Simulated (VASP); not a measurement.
Input of a VASP 6.6.1 run:

INCAR

```
SYSTEM = CsI
ALGO = Normal ; EDIFF = 1E-6
ENCUT = 500 ; GGA = PE
GGA_COMPAT = .False. ; ISIF = 2
ISMEAR = 0 ; LASPH = .True.
LCHARG = .True. ; LELF = .True.
LREAL = .False. ; LVHAR = .True.
LWAVE = .False. ; NBANDS = 15
NELM = 120 ; PREC = Accurate
SIGMA = 0.05
```

Contents of KPOINTS:

```
k-points
0
Gamma
  6 6 6
  0 0 0
```

POSCAR

```
CsI
1.0
    4.5667000000      0.0000000000      0.0000000000
    0.0000000000      4.5667000000      0.0000000000
    0.0000000000      0.0000000000      4.6580340000
Cs I
1 1
Direct
    0.0000000000      0.0000000000      0.0000000000
    0.5000000000      0.5000000000      0.5000000000
```

Potentials or basis: VASP PAW PBE potentials, release 64 (Cs_sv, I).

Launch:

```bash
$ cat potpaw_PBE.64/Cs_sv/POTCAR potpaw_PBE.64/I/POTCAR > POTCAR
$ mpirun -np 1 vasp_std > vasp.out
```

(1) What does it give for the band gap on the k mesh?

(2) Predict the pressure.

## Answers

(1) 3.77 eV (least direct gap 3.87 eV).

(2) 0.5 GPa.

Caveat: the cell differs from its parent crystal (strain +0.0200 x Voigt [0, 0, 1, 0, 0, 0]); spin-orbit coupling is left out, which moves the levels of the heavy elements.
